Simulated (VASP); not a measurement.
# SrLi2SnS4 (I-42m) in VASP: single point with r2SCAN

Aim: the single point of SrLi2SnS4 with r2SCAN.

All numbers are computed with VASP 6.6.1; they aren't measurements. Logs are shortened: lines on timing, memory, paths and dates and some standing lists are left out, and cuts for length are marked.

## 1. The cell of the first run

The structure is tetragonal, space group I-42m (No. 121). Conventional cell: a = 6.684 Å, b = 6.684 Å, c = 8.029 Å, α = 90.00°, β = 90.00°, γ = 90.00°. Within 3.3 Å of Li (site symmetry -4) lie 4 S at 2.48 Å. Sr (site symmetry -42m) has 8 S at 3.09 to 3.29 Å and 8 Li at 3.90 Å and 2 Sn at 4.01 Å within 4.1 Å. Sn (site symmetry -42m) has 4 S at 2.39 Å within 3.2 Å. Within 3.3 Å of S (site symmetry m) lie 1 Sn at 2.39 Å and 2 Li at 2.48 Å and 2 Sr at 3.09 to 3.29 Å.

## 2. Single point, r2SCAN

Input file POSCAR:

```
SrLi2SnS4
1.0
   -3.3421918079      3.3421918079      4.0143685177
    3.3421918079     -3.3421918079      4.0143685177
    3.3421918079      3.3421918079     -4.0143685177
Li Sr Sn S
2 1 1 4
Direct
    0.2500000000      0.7500000000      0.5000000000
    0.7500000000      0.2500000000      0.5000000000
    0.5000000000      0.5000000000      0.0000000000
    0.0000000000      0.0000000000      0.0000000000
    0.0368209971      0.0368209971      0.4152325312
    0.9631790029      0.3784115341      0.0000000000
    0.6215884659      0.6215884659      0.5847674688
    0.3784115341      0.9631790029      0.0000000000
```

Input file INCAR.step1:

```
  PREC = Accurate
  ENCUT = 520
  ISMEAR = 0
  SIGMA = 0.01
  LREAL = False
  LASPH = True
  NELM = 60
  NBANDS = 37
  GGA = PE
  ALGO = Normal
  EDIFF = 1E-4
  LWAVE = True
  LCHARG = False
```

Input file INCAR.step2:

```
  PREC = Accurate
  ENCUT = 520
  EDIFF = 1E-6
  ISMEAR = 0
  SIGMA = 0.01
  LREAL = False
  LASPH = True
  NELM = 60
  ALGO = Normal
  ISIF = 2
  LWAVE = False
  LCHARG = True
  METAGGA = R2SCAN
  LMIXTAU = True
  LELF = True
  LVHAR = True
  NBANDS = 37
  ISTART = 1
```

Input file KPOINTS:

```
Automatic mesh
0
Gamma
  6 6 6
```

Potentials or basis: VASP PAW PBE potentials, release 64 (Li_sv, Sr_sv, Sn_d, S).

Launch:

```console
cat potpaw_PBE.64/Li_sv/POTCAR potpaw_PBE.64/Sr_sv/POTCAR potpaw_PBE.64/Sn_d/POTCAR potpaw_PBE.64/S/POTCAR > POTCAR
cp INCAR.step1 INCAR
mpirun -np 1 vasp_std > vasp.out
cp INCAR.step2 INCAR
mpirun -np 1 vasp_std > vasp.out
```

OUTCAR:

```text
PREC = Accurate
   ENCUT = 520
   EDIFF = 1E-6
   ISMEAR = 0
   LREAL = False
   LASPH = True
   NELM = 60
   ISIF = 2
   METAGGA = R2SCAN
   ISTART = 1

 ion  position               nearest neighbor table
   1  0.250  0.750  0.500-   7 2.48   8 2.48   6 2.48   5 2.48
   2  0.750  0.250  0.500-   7 2.48   6 2.48   8 2.48   5 2.48
   3  0.500  0.500  0.000-   6 3.09   8 3.09   5 3.09   7 3.09   7 3.29   8 3.29   6 3.29   5 3.29
                             4 4.01   4 4.01
   4  0.000  0.000  0.000-   5 2.39   7 2.39   6 2.39   8 2.39   3 4.01   3 4.01
   5  0.037  0.037  0.415-   4 2.39   2 2.48   1 2.48   3 3.09   3 3.29
   6  0.963  0.378  0.000-   4 2.39   1 2.48   2 2.48   3 3.09   3 3.29
   7  0.622  0.622  0.585-   4 2.39   2 2.48   1 2.48   3 3.09   3 3.29
   8  0.378  0.963  0.000-   4 2.39   2 2.48   1 2.48   3 3.09   3 3.29

  LATTYP: Found a body centered tetragonal cell.
 ALAT       =     6.6843836158
 C/A-ratio  =     1.2011185319

  Lattice vectors:

 A1 = (  -3.3421918079,   3.3421918079,   4.0143685177)
 A2 = (   3.3421918079,  -3.3421918079,   4.0143685177)
 A3 = (   3.3421918079,   3.3421918079,  -4.0143685177)

Analysis of symmetry for initial positions (statically):
=====================================================================
 Subroutine PRICEL returns:
 Original cell was already a primitive cell.

 Routine SETGRP: Setting up the symmetry group for a
 body centered tetragonal supercell.

 Subroutine GETGRP returns: Found  8 space group operations
 (whereof  8 operations were pure point group operations)
 out of a pool of 16 trial point group operations.

The static configuration has the point symmetry D_2d.

Analysis of symmetry for dynamics (positions and initial velocities):
=====================================================================
 Subroutine PRICEL returns:
 Original cell was already a primitive cell.

 Routine SETGRP: Setting up the symmetry group for a
 body centered tetragonal supercell.

 Subroutine GETGRP returns: Found  8 space group operations
 (whereof  8 operations were pure point group operations)
 out of a pool of 16 trial point group operations.

The dynamic configuration has the point symmetry D_2d.

 Subroutine INISYM returns: Found  8 space group operations
 (whereof  8 operations are pure point group operations),
 and found     1 'primitive' translations

[... 110 lines left out ...]
   IBRION =     -1    ionic relax: 0-MD 1-quasi-New 2-CG
   NFREE  =      0    steps in history (QN), initial steepest desc. (CG)
   ISIF   =      2    stress and relaxation
   ISYM   =      2    0-nonsym 1-usesym 2-fastsym
   POTIM  = 0.5000    time-step for ionic-motion
   TEBEG  =    0.0;   TEEND  =   0.0 temperature during run
   PSTRESS=    0.0 pullay stress
   NELECT =      54.0000    total number of electrons
   NUPDOWN=      -1.0000    fix difference up-down
   EMIN   =  10.00;   EMAX   =-10.00  energy-range for DOS
   EFERMI =   0.00;   METHOD = LEGACY
   ISMEAR =     0;   SIGMA  =   0.01  broadening in eV -4-tet -1-fermi 0-gaus
   EFERMI_NEDOS =   21; number of points for ismear=-14 and -15
   IALGO  =     38    algorithm
   IMIX   =      4    mixing-type and parameters
     AMIX     =   0.40;   BMIX     =  1.00
     AMIX_MAG =   1.60;   BMIX_MAG =  1.00
  volume/ion in A,a.u.               =      22.42       151.30
  Fermi-wavevector in a.u.,A,eV,Ry     =   1.097218  2.073441 16.379869  1.203886
  Thomas-Fermi vector in A             =   2.233574
   LORBIT       =      0    0 simple, 1 ext, 2 COOP (PROOUT), +10 PAW based schemes
   METAGGA = R2SCAN    functional components
   LHFCALC =     F    Hartree Fock is set to
   AEXX    =    0.0000 exact exchange contribution
   IVDW    =     0    specifies the selected vdW correction
   LEPSILON=     F    determine dielectric tensor
   LRPA    =     F    only Hartree local field effects (RPA)
 non-spin polarized calculation
 Gauss-broadening in eV      SIGMA  =   0.01
  energy-cutoff  :      520.00
  volume of cell :      179.37
 maximum number of plane-waves:      4867
 NGX is ok and might be reduce to    48
   NGX = 23   NGY = 23   NGZ = 23

 number of electron      54.0000035 magnetization

 Free energy of the ion-electron system (eV)
  ---------------------------------------------------
  ext. energy  EPLUGINS =         0.00000000
  ---------------------------------------------------
  free energy    TOTEN  =       -88.12430857 eV

  energy without entropy =      -88.12430857  energy(sigma->0) =      -88.12430857

 E-fermi :   2.5226     XC(G=0):  -9.2883

 val. band max:        2.4565018697   @ k =   0.5000   0.5000   0.5000
 cond. band min:       5.4479333964   @ k =   0.5000   0.5000   0.5000
 fundamental gap:      2.9914315267
 Fermi energy:         2.5226495500

 k-point     1 :       0.0000    0.0000    0.0000
  band No.  band energies     occupation
      1     -43.5480      2.00000
      2     -43.5477      2.00000
      3     -32.8898      2.00000
      4     -19.0609      2.00000
      5     -19.0608      2.00000
      6     -19.0496      2.00000
[... 949 lines left out ...]
     36       9.3180      0.00000
     37      10.0146      0.00000

 [... further k-points ...]

------------------------ aborting loop because EDIFF is reached ----------------------------------------

  FORCE on cell =-STRESS in cart. coord.  units (eV):
  Direction    XX          YY          ZZ          XY          YZ          ZX
  --------------------------------------------------------------------------------------
  -------------------------------------------------------------------------------------
  Total       -0.1283828     -0.1283828     -0.1538472      0.0000000      0.0000000      0.0000000
  in kB       -1.1467728     -1.1467728     -1.3742322      0.0000000      0.0000000      0.0000000
  external PRESSURE =      -1.2225926 kB  Pullay stress =       0.0000000 kB

 VOLUME and BASIS-vectors are now :
 -----------------------------------------------------------------------------
  energy-cutoff  :      520.00
  volume of cell :      179.37
      direct lattice vectors                 reciprocal lattice vectors
    -3.342191808  3.342191808  4.014368518     0.000000000  0.149602425  0.124552591
     3.342191808 -3.342191808  4.014368518     0.149602425  0.000000000  0.124552591
     3.342191808  3.342191808 -4.014368518     0.149602425  0.149602425  0.000000000

 POSITION                                       TOTAL-FORCE (eV/Angst)
 -----------------------------------------------------------------------------------
      3.34219      0.00000      2.00718         0.000000     -0.000000      0.000000
      0.00000      3.34219      2.00718         0.000000     -0.000000      0.000000
      0.00000      0.00000      4.01437         0.000000     -0.000000     -0.000000
      0.00000      0.00000      0.00000         0.000000     -0.000000      0.000000
      1.38779      1.38779     -1.37127        -0.011682     -0.011682      0.001877
     -1.95441      1.95441      5.38564        -0.011682      0.011682     -0.001877
      1.95441      1.95441      2.64310         0.011682      0.011682      0.001877
      1.95441     -1.95441      5.38564         0.011682     -0.011682     -0.001877
 -----------------------------------------------------------------------------------
    total drift:                               -0.000125     -0.000125     -0.000114

  FREE ENERGIE OF THE ION-ELECTRON SYSTEM (eV)
  ---------------------------------------------------
  free  energy   TOTEN  =       -88.1243085657 eV

  energy  without entropy=      -88.1243085657  energy(sigma->0) =      -88.12430857
```

OUTCAR.step1:

```text
PREC = Accurate
   ENCUT = 520
   ISMEAR = 0
   LREAL = False
   LASPH = True
[... 1206 lines left out ...]
      1.38779      1.38779     -1.37127         0.117777      0.117777     -0.141959
     -1.95441      1.95441      5.38564         0.117777     -0.117777      0.141959
      1.95441      1.95441      2.64310        -0.117777     -0.117777     -0.141959
      1.95441     -1.95441      5.38564        -0.117777      0.117777      0.141959
 -----------------------------------------------------------------------------------
    total drift:                               -0.000002     -0.000002     -0.000002

  FREE ENERGIE OF THE ION-ELECTRON SYSTEM (eV)
  ---------------------------------------------------
  free  energy   TOTEN  =       -35.6679024350 eV

  energy  without entropy=      -35.6679024350  energy(sigma->0) =      -35.66790243
```

It took 28 min on 1 thread of Intel Xeon 8259CL, shared host; peak memory 0.5 GiB.

What came out:

| Quantity | Value |
| --- | --- |
| Free energy | -88.1243 eV |
| Largest force | 0.017 eV/Å |
| Band gap on the k mesh | 2.99 eV |

Forces on the atoms (eV/Å):
```
Li   0.000  0.000  0.000
Li   0.000  0.000  0.000
Sr   0.000  0.000  0.000
Sn   0.000  0.000  0.000
S   -0.012 -0.012  0.002
S   -0.012  0.012 -0.002
S    0.012  0.012  0.002
S    0.012 -0.012 -0.002
```

Levels at points of the mesh, in eV from the valence-band top:
| k point | band 24 | band 25 | band 26 | band 27 | band 28 | band 29 | band 30 | band 31 |
| --- | --- | --- | --- | --- | --- | --- | --- | --- |
| (0.00, 0.00, 0.00) | -0.96 | -0.48 | -0.37 | -0.37 | 3.11 | 4.41 | 5.12 | 5.49 |
| (0.50, 0.00, 0.00) | -1.19 | -0.87 | -0.65 | -0.47 | 3.35 | 4.28 | 5.34 | 5.47 |
| (0.50, 0.50, 0.00) | -1.27 | -1.08 | -1.03 | -0.49 | 3.47 | 4.78 | 5.18 | 5.28 |
| (0.50, 0.50, 0.50) | -1.72 | -0.47 | -0.47 | 0.00 | 2.99 | 4.60 | 4.60 | 5.00 |

Caveat: the cutoff is under 1.25 times the usual one of these potentials, so pressure, stress and relaxed cells hold a basis-set (Pulay) error; the PAW data sets were made with another functional, which shifts forces and pressure a little; spin-orbit coupling is left out, which moves the levels of the heavy elements. A k mesh can miss the band edges.
